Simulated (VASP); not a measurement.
# Rh (Fm-3m) in VASP: further runs

Rh is run at these levels: PBE; tasks: single point.

Everything below comes from runs of VASP 6.6.1. Logs are shortened: lines on timing, memory, paths and dates and some standing lists are left out, and cuts for length are marked.

## Step 1: The cell of the first run

Symmetry: Fm-3m, No. 225, cubic system. Conventional cell: a = 3.830 Å, b = 3.830 Å, c = 3.830 Å, α = 90.00°, β = 90.00°, γ = 90.00°. Within 3.6 Å of Rh (site symmetry m-3m) lie 12 Rh at 2.71 Å.

## Step 2: Single point, PBE

INCAR

```
PREC = Accurate ; ENCUT = 520
EDIFF = 1E-7 ; ISMEAR = 0
SIGMA = 0.15 ; LREAL = F
LASPH = T ; NELM = 60
ALGO = Normal ; ISIF = 2
LWAVE = F ; LCHARG = F
GGA = PE ; NBANDS = 14
```

KPOINTS

```
Automatic mesh
0
Gamma
  26 26 26
```

POSCAR

```
Rh
1.0
    0.0000000000      1.9149654119      1.9149654119
    1.9149654119      0.0000000000      1.9149654119
    1.9149654119      1.9149654119      0.0000000000
Rh
1
Direct
    0.0000000000      0.0000000000      0.0000000000
```

Potentials or basis: VASP PAW PBE potentials, release 64 (Rh_pv).

Command:

```console
$ cat potpaw_PBE.64/Rh_pv/POTCAR > POTCAR
$ mpirun -np 1 vasp_std > vasp.out
```

OUTCAR:

```text
PREC = Accurate
   ENCUT = 520
   EDIFF = 1E-7
   ISMEAR = 0
   LREAL = F
   LASPH = T
   NELM = 60
   ISIF = 2
   GGA = PE

 ion  position               nearest neighbor table
   1  0.000  0.000  0.000-

  LATTYP: Found a face centered cubic cell.
 ALAT       =     3.8299308238

  Lattice vectors:

 A1 = (   0.0000000000,   1.9149654119,   1.9149654119)
 A2 = (   1.9149654119,   0.0000000000,   1.9149654119)
 A3 = (   1.9149654119,   1.9149654119,   0.0000000000)

Analysis of symmetry for initial positions (statically):
=====================================================================
 Subroutine PRICEL returns:
 Original cell was already a primitive cell.

 Routine SETGRP: Setting up the symmetry group for a
 face centered cubic supercell.

 Subroutine GETGRP returns: Found 48 space group operations
 (whereof 48 operations were pure point group operations)
 out of a pool of 48 trial point group operations.

The static configuration has the point symmetry O_h .

Analysis of symmetry for dynamics (positions and initial velocities):
=====================================================================
 Subroutine PRICEL returns:
 Original cell was already a primitive cell.

 Routine SETGRP: Setting up the symmetry group for a
 face centered cubic supercell.

 Subroutine GETGRP returns: Found 48 space group operations
 (whereof 48 operations were pure point group operations)
 out of a pool of 48 trial point group operations.

The dynamic configuration has the point symmetry O_h .

 Subroutine INISYM returns: Found 48 space group operations
 (whereof 48 operations are pure point group operations),
 and found     1 'primitive' translations

----------------------------------------------------------------------------------------

                                     Primitive cell

  volume of cell :      14.0447

  direct lattice vectors                    reciprocal lattice vectors
     0.000000000  1.914965412  1.914965412    -0.261101322  0.261101322  0.261101322
     1.914965412  0.000000000  1.914965412     0.261101322 -0.261101322  0.261101322
     1.914965412  1.914965412  0.000000000     0.261101322  0.261101322 -0.261101322

  length of vectors
     2.708170057  2.708170057  2.708170057     0.452240755  0.452240755  0.452240755

  position of ions in fractional coordinates (direct lattice)
     0.000000000  0.000000000  0.000000000

  ion indices of the primitive-cell ions
   primitive index   ion index
                 1           1

----------------------------------------------------------------------------------------

 KPOINTS: Automatic mesh

Automatic generation of k-mesh.
 Grid dimensions read from file:
 generate k-points for:   26   26   26

 Generating k-lattice:

  Cartesian coordinates                     Fractional coordinates (reciprocal lattice)
    -0.010042359  0.010042359  0.010042359     0.038461538  0.000000000  0.000000000
     0.010042359 -0.010042359  0.010042359     0.000000000  0.038461538  0.000000000
     0.010042359  0.010042359 -0.010042359     0.000000000  0.000000000  0.038461538

  Length of vectors
     0.017393875  0.017393875  0.017393875

  Shift w.r.t. Gamma in fractional coordinates (k-lattice)
     0.000000000  0.000000000  0.000000000

 Subroutine IBZKPT returns following result:
 ===========================================

 Found    511 irreducible k-points:

 Following reciprocal coordinates:
            Coordinates               Weight
  0.000000  0.000000  0.000000      1.000000
  0.038462  0.000000  0.000000      8.000000
  0.076923  0.000000  0.000000      8.000000
  0.115385  0.000000  0.000000      8.000000
  0.153846  0.000000  0.000000      8.000000
  0.192308  0.000000  0.000000      8.000000
[... 16 lines left out ...]
  0.346154  0.038462  0.000000     24.000000
  0.384615  0.038462  0.000000     24.000000
 [... further k-points ...]
   k-points           NKPTS =    511   k-points in BZ     NKDIM =    511   number of bands    NBANDS=     14
   number of dos      NEDOS =    301   number of ions     NIONS =      1
   total plane-waves  NPLWV =   8000
   dimension x,y,z NGX =    20 NGY =   20 NGZ =   20
   dimension x,y,z NGXF=    40 NGYF=   40 NGZF=   40
   ions per type =               1
   NGX,Y,Z   is equivalent  to a cutoff of  12.28, 12.28, 12.28 a.u.
   NGXF,Y,Z  is equivalent  to a cutoff of  24.55, 24.55, 24.55 a.u.
 SYSTEM =  unknown system
   PREC   = accura    normal or accurate (medium, high low for compatibility)
   ISTART =      0    job   : 0-new  1-cont  2-samecut
   ICHARG =      2    charge: 1-file 2-atom 10-const
   ISPIN  =      1    spin polarized calculation?
   LNONCOLLINEAR =      F non collinear calculations
   LSORBIT =      F    spin-orbit coupling
   LASPH  =      T    aspherical Exc in radial PAW
   ENCUT  =  520.0 eV  38.22 Ry    6.18 a.u.   5.04  5.04  5.04*2*pi/ulx,y,z
   NELM   =     60;   NELMIN=  2; NELMDL= -5     # of ELM steps
   EDIFF  = 0.1E-06   stopping-criterion for ELM
   LREAL  =      F    real-space projection
   EDIFFG = 0.1E-05   stopping-criterion for IOM
   NSW    =      0    number of steps for IOM
   IBRION =     -1    ionic relax: 0-MD 1-quasi-New 2-CG
   NFREE  =      0    steps in history (QN), initial steepest desc. (CG)
   ISIF   =      2    stress and relaxation
   ISYM   =      2    0-nonsym 1-usesym 2-fastsym
   POTIM  = 0.5000    time-step for ionic-motion
   TEBEG  =    0.0;   TEEND  =   0.0 temperature during run
   PSTRESS=    0.0 pullay stress
   NELECT =      15.0000    total number of electrons
   NUPDOWN=      -1.0000    fix difference up-down
   EMIN   =  10.00;   EMAX   =-10.00  energy-range for DOS
   EFERMI =   0.00;   METHOD = LEGACY
   ISMEAR =     0;   SIGMA  =   0.15  broadening in eV -4-tet -1-fermi 0-gaus
   EFERMI_NEDOS =   21; number of points for ismear=-14 and -15
   IALGO  =     38    algorithm
   IMIX   =      4    mixing-type and parameters
     AMIX     =   0.40;   BMIX     =  1.00
     AMIX_MAG =   1.60;   BMIX_MAG =  1.00
  volume/ion in A,a.u.               =      14.04        94.78
  Fermi-wavevector in a.u.,A,eV,Ry     =   1.673405  3.162276 38.100167  2.800283
  Thomas-Fermi vector in A             =   2.758382
   LORBIT       =      0    0 simple, 1 ext, 2 COOP (PROOUT), +10 PAW based schemes
   GGA     = PE    functional components
   LHFCALC =     F    Hartree Fock is set to
   AEXX    =    0.0000 exact exchange contribution
   IVDW    =     0    specifies the selected vdW correction
   LEPSILON=     F    determine dielectric tensor
   LRPA    =     F    only Hartree local field effects (RPA)
 non-spin polarized calculation
 Gauss-broadening in eV      SIGMA  =   0.15
  energy-cutoff  :      520.00
  volume of cell :       14.04
 maximum number of plane-waves:       388
   NGX =  9   NGY =  9   NGZ =  9

 number of electron      15.0000003 magnetization

 Free energy of the ion-electron system (eV)
  ---------------------------------------------------
  ext. energy  EPLUGINS =         0.00000000
  ---------------------------------------------------
  free energy    TOTEN  =        -7.26584071 eV

  energy without entropy =       -7.25051173  energy(sigma->0) =       -7.25817622

 E-fermi :  11.5122     XC(G=0): -13.8947

 val. band max:       11.5101117600   @ k =   0.3462   0.3077   0.0000
 cond. band min:      11.5201046677   @ k =   0.3462   0.0769   0.0000
 fundamental gap:      0.0099929077
 Fermi energy:        11.5122081896

 k-point     1 :       0.0000    0.0000    0.0000
  band No.  band energies     occupation
      1     -34.8265      2.00000
      2     -34.8265      2.00000
      3     -34.8265      2.00000
      4       3.7145      2.00000
      5       8.5392      2.00000
      6       8.5392      2.00000
      7       8.5392      2.00000
      8      10.5555      2.00000
      9      10.5555      2.00000
     10      27.5257      0.00000
     11      32.1107      0.00000
     12      32.8663      0.00000
     13      32.8663      0.00000
     14      32.8663      0.00000

 k-point     2 :       0.0385    0.0000    0.0000
  band No.  band energies     occupation
      1     -34.8367      2.00000
      2     -34.8279      2.00000
      3     -34.8279      2.00000
      4       3.7733      2.00000
      5       8.5129      2.00000
      6       8.5622      2.00000
      7       8.5622      2.00000
      8      10.5424      2.00000
      9      10.5424      2.00000
     10      27.6100      0.00000
     11      32.1091      0.00000
     12      32.5076      0.00000
     13      32.9506      0.00000
     14      32.9506      0.00000

 k-point     3 :       0.0769    0.0000    0.0000
  band No.  band energies     occupation
      1     -34.8667      2.00000
      2     -34.8320      2.00000
      3     -34.8320      2.00000
      4       3.9466      2.00000
      5       8.4404      2.00000
      6       8.6274      2.00000
      7       8.6274      2.00000
      8      10.5082      2.00000
      9      10.5082      2.00000
     10      27.8500      0.00000
     11      31.6465      0.00000
     12      32.1122      0.00000
     13      33.1995      0.00000
     14      33.1995      0.00000
[... 324 lines left out ...]
 k-point    23 :       0.3462    0.0385    0.0000
  band No.  band energies     occupation
      1     -35.3392      2.00000
      2     -34.9059      2.00000
      3     -34.8974      2.00000
      4       5.7678      2.00000
      5       8.6770      2.00000
      6       8.7681      2.00000
      7       9.4368      2.00000
      8      11.2920      1.96213
      9      11.4526      1.42616
     10      23.7722      0.00000
     11      28.2313      0.00000
     12      32.1103      0.00000
     13      33.9787      0.00000
     14      35.1052      0.00000

 k-point    24 :       0.3846    0.0385    0.0000
  band No.  band energies     occupation
      1     -35.4026      2.00000
      2     -34.9138      2.00000
      3     -34.9078      2.00000
      4       5.7361      2.00000
      5       8.5802      2.00000
      6       8.6763      2.00000
      7      10.1298      2.00000
      8      11.7010      0.07506
      9      11.7032      0.07173
     10      22.5136      0.00000
     11      27.7952      0.00000
     12      32.1103      0.00000
     13      33.3771      0.00000
     14      34.1853      0.00000

 [... further k-points ...]

------------------------ aborting loop because EDIFF is reached ----------------------------------------

  FORCE on cell =-STRESS in cart. coord.  units (eV):
  Direction    XX          YY          ZZ          XY          YZ          ZX
  --------------------------------------------------------------------------------------
  -------------------------------------------------------------------------------------
  Total        0.0122787      0.0122787      0.0122787      0.0000000     -0.0000000      0.0000000
  in kB        1.4007109      1.4007109      1.4007109      0.0000000     -0.0000000      0.0000000
  external PRESSURE =       1.4007109 kB  Pullay stress =       0.0000000 kB

 VOLUME and BASIS-vectors are now :
 -----------------------------------------------------------------------------
  energy-cutoff  :      520.00
  volume of cell :       14.04
      direct lattice vectors                 reciprocal lattice vectors
     0.000000000  1.914965412  1.914965412    -0.261101322  0.261101322  0.261101322
     1.914965412  0.000000000  1.914965412     0.261101322 -0.261101322  0.261101322
     1.914965412  1.914965412  0.000000000     0.261101322  0.261101322 -0.261101322

 POSITION                                       TOTAL-FORCE (eV/Angst)
 -----------------------------------------------------------------------------------
      0.00000      0.00000      0.00000        -0.000000      0.000000      0.000000
 -----------------------------------------------------------------------------------
    total drift:                                0.000000      0.000000      0.000000

  FREE ENERGIE OF THE ION-ELECTRON SYSTEM (eV)
  ---------------------------------------------------
  free  energy   TOTEN  =        -7.2658407130 eV

  energy  without entropy=       -7.2505117322  energy(sigma->0) =       -7.25817622
```

It took 42 s on 1 thread of Intel Xeon Platinum 8488C (Sapphire Rapids), shared host; peak memory 0.2 GiB.

Results:

```yaml
Free_energy: -7.2658 eV
Pressure: 0.1 GPa
Band_gap_on_the_k_mesh: zero (an odd number of electrons rules out a gap without spin polarisation)
```

## Step 3: Single point, PBE

This run uses another cell than the first one: it holds 2 atoms, not 1.

INCAR

```
PREC = Accurate
ENCUT = 520
EDIFF = 1E-7
ISMEAR = 0
SIGMA = 0.15
LREAL = F
LASPH = T
NELM = 60
ALGO = Fast
ISIF = 2
LWAVE = F
LCHARG = T
GGA = PE
LELF = T
LVHAR = T
NBANDS = 22
```

KPOINTS

```
Automatic mesh
0
Gamma
  22 22 16
```

POSCAR

```
Rh
1.0
    0.0000000000     -1.9149654119     -1.9149654119
    0.0000000000      1.9149654119     -1.9149654119
    3.8299308238      0.0000000000      0.0000000000
Rh
2
Direct
    0.5000000000      0.5000000000      0.5000000000
    0.0000000000      0.0000000000      0.0000000000
```

Potentials or basis: VASP PAW PBE potentials, release 64 (Rh_pv).

Command:

```console
$ cat potpaw_PBE.64/Rh_pv/POTCAR > POTCAR
$ mpirun -np 1 vasp_std > vasp.out
```

Wall time 3.6 min (1 thread of Intel Xeon Platinum 8488C (Sapphire Rapids), shared host); peak memory 0.4 GiB.

The run converged. Its results:

```yaml
Free_energy: -14.5325 eV
Pressure: 0.1 GPa
Band_gap_on_the_k_mesh: zero (bands 15 and 16 overlap by 2.36 eV)
```

Levels at points of the mesh, in eV from the Fermi level:
```csv
k point,band 12,band 13,band 14,band 15,band 16,band 17,band 18,band 19
"(0.00, 0.00, 0.00)",-2.97,-0.96,-0.96,0.52,0.95,0.95,3.24,12.01
"(0.50, 0.00, 0.00)",-3.34,-1.83,-1.83,-1.05,-1.05,2.98,2.98,13.15
"(0.50, 0.50, 0.00)",0.52,0.95,0.95,0.95,0.95,3.24,3.24,12.01
"(0.00, 0.00, 0.50)",-1.86,-1.41,-1.41,-1.41,-1.41,-0.26,-0.26,18.24
"(0.50, 0.00, 0.50)",-3.05,0.55,0.55,0.55,0.55,0.76,0.76,8.43
"(0.50, 0.50, 0.50)",-3.68,-1.16,-1.16,0.96,0.96,9.48,9.48,9.48
```
